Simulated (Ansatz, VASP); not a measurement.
## ZnO: VASP beside Ansatz

The input INCAR:

```
SYSTEM = ZnO
PREC = Accurate ; ENCUT = 520
EDIFF = 1E-6 ; ISMEAR = 0
SIGMA = 0.02 ; LREAL = .FALSE.
LASPH = .TRUE. ; NELM = 60
ALGO = Normal ; ISIF = 2
LWAVE = .FALSE. ; LCHARG = .TRUE.
GGA = PS ; LELF = .TRUE.
LVHAR = .TRUE. ; NBANDS = 26
```

KPOINTS

```
Automatic mesh
0
G
  9 9 6
  0 0 0
```

Contents of POSCAR:

```
ZnO
1.0
    3.2305167399      0.0000000000      0.0000000000
   -1.6152583699      2.7977095641      0.0000000000
    0.0000000000      0.0000000000      5.2139362460
Zn O
2 2
Direct
    0.6666666667      0.3333333333      0.5006385768
    0.3333333333      0.6666666667      0.0006385768
    0.6666666667      0.3333333333      0.8796714232
    0.3333333333      0.6666666667      0.3796714232
```

Input for Ansatz:

```yaml
crystal:
  lattice:
    - [3.2305167399, 0.0, 0.0]
    - [-1.6152583699, 2.7977095641, 0.0]
    - [0.0, 0.0, 5.213936246]
  atoms:
    - { symbol: Zn, position: [0.6666666667, 0.3333333333, 0.5006385768] }
    - { symbol: Zn, position: [0.3333333333, 0.6666666667, 0.0006385768] }
    - { symbol: O, position: [0.6666666667, 0.3333333333, 0.8796714232] }
    - { symbol: O, position: [0.3333333333, 0.6666666667, 0.3796714232] }
basis:
  ecutwfc: 420
  xc_grid: 2
kpoints:
  mp_grid: { grid: [9, 9, 6] }
  band_path: { path: [VBM, CBM], npoints: 2 }
hamiltonian:
  xc: pbesol
scf:
  occupations: { method: gaussian, width: 0.02 }
output:
  forces: true
  stress: true
  eigenvalues: true
```

Alike in both runs: task single point; functional PBEsol; k mesh 9 × 9 × 6; occupations gaussian, width 0.02 eV; no spin polarisation.

|  | VASP | Ansatz |
| --- | --- | --- |
| version | VASP 6.6.1 | Ansatz 0.2.0 |
| potentials or method | VASP PAW PBE potentials, release 64 (Zn, O), cutoff 520 eV | scalar-relativistic, plane waves, PAW |
| valence electrons in the cell | 36 | 36 |

Ansatz gave:

* gap on the k mesh at the Fermi level (eV): 0.70
* least direct gap on the mesh (eV): 0.70
* pressure (GPa): 0.0

Q: Which values does VASP return?

A: gap on the k mesh at the Fermi level (eV): 0.69; least direct gap on the mesh (eV): 0.69; pressure (GPa): 0.7.

VASP's potentials were made for PBE, not for PBEsol.
